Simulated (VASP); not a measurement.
# CdSe (F-43m) in VASP: single point with PBEsol

Aim: the single point of CdSe with PBEsol.

Everything below comes from runs of VASP 6.6.1. Logs are shortened: lines on timing, memory, paths and dates and some standing lists are left out, and cuts for length are marked.

**1. The cell of the first run**

Symmetry: F-43m, No. 216, cubic system. Conventional cell: a = 6.141 Å, b = 6.141 Å, c = 6.141 Å, α = 90.00°, β = 90.00°, γ = 90.00°. Cd (site symmetry -43m) has 4 Se at 2.66 Å within 3.5 Å. Within 3.5 Å of Se (site symmetry -43m) lie 4 Cd at 2.66 Å.

**2. Single point, PBEsol**

Input file INCAR:

```
PREC = Accurate
ENCUT = 500
EDIFF = 1E-6
ISMEAR = 0
SIGMA = 0.01
LREAL = False
LASPH = True
NELM = 120
ALGO = Normal
ISIF = 2
LWAVE = False
LCHARG = False
GGA = PS
NBANDS = 16
GGA_COMPAT = False
```

Input file KPOINTS:

```
Automatic mesh
0
Gamma
  6 6 6
```

Input file POSCAR:

```
CdSe
1.0
    0.0000000000      3.0702711986      3.0702711986
    3.0702711986      0.0000000000      3.0702711986
    3.0702711986      3.0702711986      0.0000000000
Cd Se
1 1
Direct
    0.0000000000      0.0000000000      0.0000000000
    0.7500000000      0.7500000000      0.7500000000
```

Potentials or basis: VASP PAW PBE potentials, release 64 (Cd, Se).

The run is started by

```bash
cat potpaw_PBE.64/Cd/POTCAR potpaw_PBE.64/Se/POTCAR > POTCAR
mpirun -np 1 vasp_std > vasp.out
```

OUTCAR:

```text
PREC = Accurate
   ENCUT = 500
   EDIFF = 1E-6
   ISMEAR = 0
   LREAL = False
   LASPH = True
   NELM = 120
   ISIF = 2
   GGA = PS

 ion  position               nearest neighbor table
   1  0.000  0.000  0.000-   2 2.66   2 2.66   2 2.66   2 2.66
   2  0.750  0.750  0.750-   1 2.66   1 2.66   1 2.66   1 2.66

  LATTYP: Found a face centered cubic cell.
 ALAT       =     6.1405423972

  Lattice vectors:

 A1 = (   0.0000000000,   3.0702711986,   3.0702711986)
 A2 = (   3.0702711986,   0.0000000000,   3.0702711986)
 A3 = (   3.0702711986,   3.0702711986,   0.0000000000)

Analysis of symmetry for initial positions (statically):
=====================================================================
 Subroutine PRICEL returns:
 Original cell was already a primitive cell.

 Routine SETGRP: Setting up the symmetry group for a
 face centered cubic supercell.

 Subroutine GETGRP returns: Found 24 space group operations
 (whereof 24 operations were pure point group operations)
 out of a pool of 48 trial point group operations.

The static configuration has the point symmetry T_d .

Analysis of symmetry for dynamics (positions and initial velocities):
=====================================================================
 Subroutine PRICEL returns:
 Original cell was already a primitive cell.

 Routine SETGRP: Setting up the symmetry group for a
 face centered cubic supercell.

 Subroutine GETGRP returns: Found 24 space group operations
 (whereof 24 operations were pure point group operations)
 out of a pool of 48 trial point group operations.

The dynamic configuration has the point symmetry T_d .

 Subroutine INISYM returns: Found 24 space group operations
 (whereof 24 operations are pure point group operations),
 and found     1 'primitive' translations

----------------------------------------------------------------------------------------

                                     Primitive cell

  volume of cell :      57.8842

  direct lattice vectors                    reciprocal lattice vectors
     0.000000000  3.070271199  3.070271199    -0.162852063  0.162852063  0.162852063
     3.070271199  0.000000000  3.070271199     0.162852063 -0.162852063  0.162852063
     3.070271199  3.070271199  0.000000000     0.162852063  0.162852063 -0.162852063

  length of vectors
     4.342019169  4.342019169  4.342019169     0.282068048  0.282068048  0.282068048

  position of ions in fractional coordinates (direct lattice)
     0.000000000  0.000000000  0.000000000
     0.750000000  0.750000000  0.750000000

  ion indices of the primitive-cell ions
   primitive index   ion index
                 1           1
                 2           2

----------------------------------------------------------------------------------------

 KPOINTS: Automatic mesh

Automatic generation of k-mesh.
 Grid dimensions read from file:
 generate k-points for:    6    6    6

 Generating k-lattice:

  Cartesian coordinates                     Fractional coordinates (reciprocal lattice)
    -0.027142011  0.027142011  0.027142011     0.166666667  0.000000000  0.000000000
     0.027142011 -0.027142011  0.027142011     0.000000000  0.166666667  0.000000000
     0.027142011  0.027142011 -0.027142011     0.000000000  0.000000000  0.166666667

  Length of vectors
     0.047011341  0.047011341  0.047011341

  Shift w.r.t. Gamma in fractional coordinates (k-lattice)
     0.000000000  0.000000000  0.000000000

 Subroutine IBZKPT returns following result:
 ===========================================

 Found     16 irreducible k-points:

 Following reciprocal coordinates:
            Coordinates               Weight
  0.000000  0.000000  0.000000      1.000000
  0.166667  0.000000  0.000000      8.000000
  0.333333  0.000000  0.000000      8.000000
  0.500000  0.000000  0.000000      4.000000
  0.166667  0.166667  0.000000      6.000000
  0.333333  0.166667  0.000000     24.000000
[... 8 lines left out ...]
 -0.333333  0.333333  0.166667     24.000000
 -0.333333  0.500000  0.166667     12.000000
   k-points           NKPTS =     16   k-points in BZ     NKDIM =     16   number of bands    NBANDS=     16
   number of dos      NEDOS =    301   number of ions     NIONS =      2
   total plane-waves  NPLWV =  32768
   dimension x,y,z NGX =    32 NGY =   32 NGZ =   32
   dimension x,y,z NGXF=    64 NGYF=   64 NGZF=   64
   ions per type =               1   1
   NGX,Y,Z   is equivalent  to a cutoff of  12.25, 12.25, 12.25 a.u.
   NGXF,Y,Z  is equivalent  to a cutoff of  24.50, 24.50, 24.50 a.u.
 SYSTEM =  unknown system
   PREC   = accura    normal or accurate (medium, high low for compatibility)
   ISTART =      0    job   : 0-new  1-cont  2-samecut
   ICHARG =      2    charge: 1-file 2-atom 10-const
   ISPIN  =      1    spin polarized calculation?
   LNONCOLLINEAR =      F non collinear calculations
   LSORBIT =      F    spin-orbit coupling
   LASPH  =      T    aspherical Exc in radial PAW
   ENCUT  =  500.0 eV  36.75 Ry    6.06 a.u.   7.92  7.92  7.92*2*pi/ulx,y,z
   NELM   =    120;   NELMIN=  2; NELMDL= -5     # of ELM steps
   EDIFF  = 0.1E-05   stopping-criterion for ELM
   LREAL  =      F    real-space projection
   EDIFFG = 0.1E-04   stopping-criterion for IOM
   NSW    =      0    number of steps for IOM
   IBRION =     -1    ionic relax: 0-MD 1-quasi-New 2-CG
   NFREE  =      0    steps in history (QN), initial steepest desc. (CG)
   ISIF   =      2    stress and relaxation
   ISYM   =      2    0-nonsym 1-usesym 2-fastsym
   POTIM  = 0.5000    time-step for ionic-motion
   TEBEG  =    0.0;   TEEND  =   0.0 temperature during run
   PSTRESS=    0.0 pullay stress
   NELECT =      18.0000    total number of electrons
   NUPDOWN=      -1.0000    fix difference up-down
   EMIN   =  10.00;   EMAX   =-10.00  energy-range for DOS
   EFERMI =   0.00;   METHOD = LEGACY
   ISMEAR =     0;   SIGMA  =   0.01  broadening in eV -4-tet -1-fermi 0-gaus
   EFERMI_NEDOS =   21; number of points for ismear=-14 and -15
   IALGO  =     38    algorithm
   IMIX   =      4    mixing-type and parameters
     AMIX     =   0.40;   BMIX     =  1.00
     AMIX_MAG =   1.60;   BMIX_MAG =  1.00
  volume/ion in A,a.u.               =      28.94       195.31
  Fermi-wavevector in a.u.,A,eV,Ry     =   1.109121  2.095935 16.737199  1.230149
  Thomas-Fermi vector in A             =   2.245657
   LORBIT       =      0    0 simple, 1 ext, 2 COOP (PROOUT), +10 PAW based schemes
   GGA     = PS    functional components
   LHFCALC =     F    Hartree Fock is set to
   AEXX    =    0.0000 exact exchange contribution
   IVDW    =     0    specifies the selected vdW correction
   LEPSILON=     F    determine dielectric tensor
   LRPA    =     F    only Hartree local field effects (RPA)
 non-spin polarized calculation
 Gauss-broadening in eV      SIGMA  =   0.01
  energy-cutoff  :      500.00
  volume of cell :       57.88
 maximum number of plane-waves:      1484
   NGX = 15   NGY = 15   NGZ = 15

 number of electron      18.0000008 magnetization

 Free energy of the ion-electron system (eV)
  ---------------------------------------------------
  ext. energy  EPLUGINS =         0.00000000
  ---------------------------------------------------
  free energy    TOTEN  =        -6.16845506 eV

  energy without entropy =       -6.16845506  energy(sigma->0) =       -6.16845506

 E-fermi :   0.7090     XC(G=0):  -8.9680

 val. band max:        0.5930015529   @ k =   0.0000   0.0000   0.0000
 cond. band min:       1.0171811400   @ k =   0.0000   0.0000   0.0000
 fundamental gap:      0.4241795870
 Fermi energy:         0.7090212847

 k-point     1 :       0.0000    0.0000    0.0000
  band No.  band energies     occupation
      1     -11.8728      2.00000
      2      -7.2289      2.00000
      3      -7.2289      2.00000
      4      -7.2289      2.00000
      5      -6.8781      2.00000
      6      -6.8781      2.00000
[... 8 lines left out ...]
     15      11.5893      0.00000
     16      11.5893      0.00000

 k-point     2 :       0.1667    0.0000    0.0000
  band No.  band energies     occupation
      1     -11.7853      2.00000
      2      -7.2018      2.00000
      3      -7.2018      2.00000
      4      -7.1452      2.00000
      5      -6.8790      2.00000
      6      -6.8790      2.00000
[... 8 lines left out ...]
     15      10.6046      0.00000
     16      10.8683      0.00000

 k-point     3 :       0.3333    0.0000    0.0000
  band No.  band energies     occupation
      1     -11.6074      2.00000
      2      -7.1569      2.00000
      3      -7.1569      2.00000
      4      -6.8689      2.00000
      5      -6.8689      2.00000
      6      -6.8626      2.00000
[... 8 lines left out ...]
     15      11.0182      0.00000
     16      11.0182      0.00000

 k-point     4 :       0.5000    0.0000    0.0000
  band No.  band energies     occupation
      1     -11.5175      2.00000
      2      -7.1407      2.00000
      3      -7.1407      2.00000
      4      -6.8563      2.00000
      5      -6.8563      2.00000
      6      -6.6058      2.00000
[... 8 lines left out ...]
     15      12.5701      0.00000
     16      12.5701      0.00000
[... 172 lines left out ...]
 k-point    14 :       0.5000    0.3333    0.1667
  band No.  band energies     occupation
      1     -11.4924      2.00000
      2      -7.0921      2.00000
      3      -7.0840      2.00000
      4      -6.9414      2.00000
      5      -6.8534      2.00000
      6      -6.6557      2.00000
[... 8 lines left out ...]
     15      12.5042      0.00000
     16      13.5205      0.00000

 k-point    15 :      -0.3333    0.3333    0.1667
  band No.  band energies     occupation
      1     -11.4344      2.00000
      2      -7.0856      2.00000
      3      -7.0595      2.00000
      4      -6.9081      2.00000
      5      -6.8677      2.00000
      6      -6.4804      2.00000
[... 8 lines left out ...]
     15      12.2804      0.00000
     16      13.4345      0.00000

 k-point    16 :      -0.3333    0.5000    0.1667
  band No.  band energies     occupation
      1     -11.4062      2.00000
      2      -7.0526      2.00000
      3      -7.0358      2.00000
      4      -6.9376      2.00000
      5      -6.8521      2.00000
      6      -6.4569      2.00000
[... 8 lines left out ...]
     15      13.1995      0.00000
     16      13.3881      0.00000

------------------------ aborting loop because EDIFF is reached ----------------------------------------

  FORCE on cell =-STRESS in cart. coord.  units (eV):
  Direction    XX          YY          ZZ          XY          YZ          ZX
  --------------------------------------------------------------------------------------
  -------------------------------------------------------------------------------------
  Total       -0.3989541     -0.3989541     -0.3989541     -0.0000000      0.0000000      0.0000000
  in kB      -11.0426498    -11.0426498    -11.0426498     -0.0000000      0.0000000      0.0000000
  external PRESSURE =     -11.0426498 kB  Pullay stress =       0.0000000 kB

 VOLUME and BASIS-vectors are now :
 -----------------------------------------------------------------------------
  energy-cutoff  :      500.00
  volume of cell :       57.88
      direct lattice vectors                 reciprocal lattice vectors
     0.000000000  3.070271199  3.070271199    -0.162852063  0.162852063  0.162852063
     3.070271199  0.000000000  3.070271199     0.162852063 -0.162852063  0.162852063
     3.070271199  3.070271199  0.000000000     0.162852063  0.162852063 -0.162852063

 POSITION                                       TOTAL-FORCE (eV/Angst)
 -----------------------------------------------------------------------------------
      0.00000      0.00000      0.00000        -0.000000     -0.000000     -0.000000
      4.60541      4.60541      4.60541         0.000000      0.000000      0.000000
 -----------------------------------------------------------------------------------
    total drift:                               -0.000000     -0.000000     -0.000000

  FREE ENERGIE OF THE ION-ELECTRON SYSTEM (eV)
  ---------------------------------------------------
  free  energy   TOTEN  =        -6.1684550619 eV

  energy  without entropy=       -6.1684550619  energy(sigma->0) =       -6.16845506
```

It took 5.4 s on 1 thread of Intel Xeon 6975P-C (Granite Rapids), shared host; peak memory 0.18 GiB.

Results:

```yaml
Free_energy: -6.1685 eV
Pressure: -1.1 GPa
Band_gap_on_the_k_mesh: 0.42 eV, direct
```

Caveat: the PAW data sets were made with another functional, which shifts forces and pressure a little. PBEsol gaps usually lie below the measured ones, often by a third to a half.
